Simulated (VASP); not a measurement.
# RbLaO (P4/nmm) in VASP: single point with r2SCAN

Aim: the single point of RbLaO with r2SCAN.

All numbers are computed with VASP 6.6.1; they aren't measurements. Logs are shortened: lines on timing, memory, paths and dates and some standing lists are left out, and cuts for length are marked.

## (1) The cell of the first run

The structure is tetragonal, space group P4/nmm (No. 129). The conventional cell has a = 4.454 Å, b = 4.454 Å, c = 7.685 Å, α = 90.00°, β = 90.00°, γ = 90.00°. Within 3.7 Å of O (site symmetry -4m2) lie 4 La at 2.85 Å and 4 O at 3.15 Å and 4 Rb at 3.50 Å. La (site symmetry 4mm) has 4 O at 2.85 Å and 5 Rb at 3.21 to 3.29 Å within 3.7 Å. Within 4.2 Å of Rb (site symmetry 4mm) lie 5 La at 3.21 to 3.29 Å and 4 O at 3.50 Å and 4 Rb at 3.89 Å.

## (2) Single point, r2SCAN

File POSCAR:

```
RbLaO
1.0
    4.4542740000      0.0000000000      0.0000000000
    0.0000000000      4.4542740000      0.0000000000
    0.0000000000      0.0000000000      7.6847750000
O La Rb
2 2 2
Direct
    0.7500000000      0.2500000000      0.0000000000
    0.2500000000      0.7500000000      0.0000000000
    0.2500000000      0.2500000000      0.2305000000
    0.7500000000      0.7500000000      0.7695000000
    0.2500000000      0.2500000000      0.6480000000
    0.7500000000      0.7500000000      0.3520000000
```

File INCAR.step1:

```
ALGO = Normal ; EDIFF = 1E-4
ENCUT = 520 ; GGA = PE
ISMEAR = -1 ; LASPH = T
LCHARG = F ; LREAL = F
LWAVE = T ; NBANDS = 35
NELM = 100 ; PREC = Accurate
SIGMA = 0.1302
```

File INCAR.step2:

```
ALGO = Normal ; EDIFF = 1E-6
ENCUT = 520 ; ISIF = 2
ISMEAR = -1 ; ISTART = 1
LASPH = T ; LCHARG = T
LELF = T ; LMIXTAU = T
LREAL = F ; LVHAR = T
LWAVE = F ; METAGGA = R2SCAN
NBANDS = 35 ; NELM = 100
PREC = Accurate ; SIGMA = 0.1302
```

File KPOINTS:

```
k-points
0
Gamma
  4 4 3
```

Potentials or basis: VASP PAW PBE potentials, release 64 (O, La, Rb_sv).

Launch:

```console
cat potpaw_PBE.64/O/POTCAR potpaw_PBE.64/La/POTCAR potpaw_PBE.64/Rb_sv/POTCAR > POTCAR
cp INCAR.step1 INCAR
mpirun -np 1 vasp_std > vasp.out
cp INCAR.step2 INCAR
mpirun -np 1 vasp_std > vasp.out
```

OUTCAR:

```text
EDIFF = 1E-6
   ENCUT = 520
   ISIF = 2
   ISMEAR = -1
   ISTART = 1
   LASPH = T
   LREAL = F
   METAGGA = R2SCAN
   NELM = 100
   PREC = Accurate

 ion  position               nearest neighbor table
   1  0.750  0.250  0.000-   5 3.50   6 3.50   6 3.50   5 3.50
   2  0.250  0.750  0.000-   5 3.50   6 3.50   5 3.50   6 3.50
   3  0.250  0.250  0.230-   5 3.21   6 3.29   6 3.29   6 3.29   6 3.29   5 4.48
   4  0.750  0.750  0.770-   6 3.21   5 3.29   5 3.29   5 3.29   5 3.29   6 4.48
   5  0.250  0.250  0.648-   3 3.21   4 3.29   4 3.29   4 3.29   4 3.29   1 3.50   1 3.50   2 3.50
                             2 3.50   6 3.89   6 3.89   6 3.89   6 3.89   3 4.48
   6  0.750  0.750  0.352-   4 3.21   3 3.29   3 3.29   3 3.29   3 3.29   1 3.50   2 3.50   2 3.50
                             1 3.50   5 3.89   5 3.89   5 3.89   5 3.89   4 4.48

  LATTYP: Found a simple tetragonal cell.
 ALAT       =     4.4542740000
 C/A-ratio  =     1.7252587066

  Lattice vectors:

 A1 = (   4.4542740000,   0.0000000000,   0.0000000000)
 A2 = (   0.0000000000,   4.4542740000,   0.0000000000)
 A3 = (   0.0000000000,   0.0000000000,   7.6847750000)

Analysis of symmetry for initial positions (statically):
=====================================================================
 Subroutine PRICEL returns:
 Original cell was already a primitive cell.

 Routine SETGRP: Setting up the symmetry group for a
 simple tetragonal supercell.

 Subroutine GETGRP returns: Found 16 space group operations
 (whereof  4 operations were pure point group operations)
 out of a pool of 16 trial point group operations.

The static configuration has the point symmetry C_2h.
 The point group associated with its full space group is D_4h.

Analysis of symmetry for dynamics (positions and initial velocities):
=====================================================================
 Subroutine PRICEL returns:
 Original cell was already a primitive cell.

 Routine SETGRP: Setting up the symmetry group for a
 simple tetragonal supercell.

 Subroutine GETGRP returns: Found 16 space group operations
 (whereof  4 operations were pure point group operations)
 out of a pool of 16 trial point group operations.

The dynamic configuration has the point symmetry C_2h.
 The point group associated with its full space group is D_4h.

 Subroutine INISYM returns: Found 16 space group operations
 (whereof  4 operations are pure point group operations),
[... 91 lines left out ...]
   EDIFF  = 0.1E-05   stopping-criterion for ELM
   LREAL  =      F    real-space projection
   EDIFFG = 0.1E-04   stopping-criterion for IOM
   NSW    =      0    number of steps for IOM
   IBRION =     -1    ionic relax: 0-MD 1-quasi-New 2-CG
   NFREE  =      0    steps in history (QN), initial steepest desc. (CG)
   ISIF   =      2    stress and relaxation
   ISYM   =      2    0-nonsym 1-usesym 2-fastsym
   POTIM  = 0.5000    time-step for ionic-motion
   TEBEG  =    0.0;   TEEND  =   0.0 temperature during run
   PSTRESS=    0.0 pullay stress
   NELECT =      52.0000    total number of electrons
   NUPDOWN=      -1.0000    fix difference up-down
   EMIN   =  10.00;   EMAX   =-10.00  energy-range for DOS
   EFERMI =   0.00;   METHOD = LEGACY
   ISMEAR =    -1;   SIGMA  =   0.13  broadening in eV -4-tet -1-fermi 0-gaus
   EFERMI_NEDOS =   21; number of points for ismear=-14 and -15
   IALGO  =     38    algorithm
   IMIX   =      4    mixing-type and parameters
     AMIX     =   0.40;   BMIX     =  1.00
     AMIX_MAG =   1.60;   BMIX_MAG =  1.00
  volume/ion in A,a.u.               =      25.41       171.49
  Fermi-wavevector in a.u.,A,eV,Ry     =   1.143793  2.161456 17.800005  1.308263
  Thomas-Fermi vector in A             =   2.280488
   LORBIT       =      0    0 simple, 1 ext, 2 COOP (PROOUT), +10 PAW based schemes
   METAGGA = R2SCAN    functional components
   LHFCALC =     F    Hartree Fock is set to
   AEXX    =    0.0000 exact exchange contribution
   IVDW    =     0    specifies the selected vdW correction
   LEPSILON=     F    determine dielectric tensor
   LRPA    =     F    only Hartree local field effects (RPA)
 non-spin polarized calculation
  energy-cutoff  :      520.00
  volume of cell :      152.47
 maximum number of plane-waves:      4153
 NGX is ok and might be reduce to    36
   NGX = 17   NGY = 17   NGZ = 29

 number of electron      52.0000000 magnetization

 Free energy of the ion-electron system (eV)
  ---------------------------------------------------
  ext. energy  EPLUGINS =         0.00000000
  ---------------------------------------------------
  free energy    TOTEN  =      -102.64677806 eV

  energy without entropy =     -102.52734896  energy(sigma->0) =     -102.58706351

 E-fermi :   5.6247     XC(G=0):  -9.8888

 val. band max:        5.6046983660   @ k =   0.5000   0.5000   0.3333
 cond. band min:       5.7708783458   @ k =   0.2500   0.0000   0.3333
 fundamental gap:      0.1661799798
 Fermi energy:         5.6246747375

 k-point     1 :       0.0000    0.0000    0.0000
  band No.  band energies     occupation
      1     -29.2999      2.00000
      2     -29.2802      2.00000
      3     -24.2274      2.00000
      4     -24.1554      2.00000
      5     -13.3388      2.00000
      6     -12.6593      2.00000
[... 445 lines left out ...]
     34       7.1272      0.00002
     35       7.2336      0.00001

------------------------ aborting loop because EDIFF is reached ----------------------------------------

  FORCE on cell =-STRESS in cart. coord.  units (eV):
  Direction    XX          YY          ZZ          XY          YZ          ZX
  --------------------------------------------------------------------------------------
  -------------------------------------------------------------------------------------
  Total        2.2071948      2.2071948    -16.5092567      0.0000000      0.0000000      0.0000000
  in kB       23.1934966     23.1934966   -173.4814687      0.0000000      0.0000000      0.0000000
  external PRESSURE =     -42.3648251 kB  Pullay stress =       0.0000000 kB

 VOLUME and BASIS-vectors are now :
 -----------------------------------------------------------------------------
  energy-cutoff  :      520.00
  volume of cell :      152.47
      direct lattice vectors                 reciprocal lattice vectors
     4.454274000  0.000000000  0.000000000     0.224503477  0.000000000  0.000000000
     0.000000000  4.454274000  0.000000000     0.000000000  0.224503477  0.000000000
     0.000000000  0.000000000  7.684775000     0.000000000  0.000000000  0.130127427

 POSITION                                       TOTAL-FORCE (eV/Angst)
 -----------------------------------------------------------------------------------
      3.34071      1.11357      0.00000        -0.000000     -0.000000     -0.000000
      1.11357      3.34071      0.00000         0.000000     -0.000000     -0.000000
      1.11357      1.11357      1.77134         0.000000     -0.000000     -5.841049
      3.34071      3.34071      5.91343        -0.000000     -0.000000      5.841049
      1.11357      1.11357      4.97973        -0.000000     -0.000000      1.774688
      3.34071      3.34071      2.70504         0.000000      0.000000     -1.774688
 -----------------------------------------------------------------------------------
    total drift:                                0.000000      0.000000     -0.000000

  FREE ENERGIE OF THE ION-ELECTRON SYSTEM (eV)
  ---------------------------------------------------
  free  energy   TOTEN  =      -102.6467780633 eV

  energy  without entropy=     -102.5273489576  energy(sigma->0) =     -102.58706351
```

OUTCAR.step1:

```text
EDIFF = 1E-4
   ENCUT = 520
   GGA = PE
   ISMEAR = -1
   LASPH = T
[... 681 lines left out ...]
      1.11357      1.11357      1.77134        -0.000000     -0.000000     -5.683330
      3.34071      3.34071      5.91343         0.000000     -0.000000      5.683330
      1.11357      1.11357      4.97973        -0.000000      0.000000      1.546449
      3.34071      3.34071      2.70504         0.000000     -0.000000     -1.546449
 -----------------------------------------------------------------------------------
    total drift:                                0.000000      0.000000     -0.000000

  FREE ENERGIE OF THE ION-ELECTRON SYSTEM (eV)
  ---------------------------------------------------
  free  energy   TOTEN  =       -24.1955036563 eV

  energy  without entropy=      -24.0325956463  energy(sigma->0) =      -24.11404965
```

Wall time 3.6 min (1 thread of Intel Xeon 6975P-C (Granite Rapids), shared host); peak memory 0.34 GiB.

Results:

```
Free energy            : -102.6468 eV
Pressure               : -4.2 GPa
Largest force          : 5.841 eV/Å
Band gap on the k mesh : zero (bands 26 and 27 overlap by 0.08 eV)
```

Forces on the atoms (eV/Å):
```
O    0.000  0.000  0.000
O    0.000  0.000  0.000
La   0.000  0.000 -5.841
La   0.000  0.000  5.841
Rb   0.000  0.000  1.775
Rb   0.000  0.000 -1.775
```

Caveat: the cell stands under tension; the PAW data sets were made with another functional, which shifts forces and pressure a little; spin-orbit coupling is left out, which moves the levels of the heavy elements.
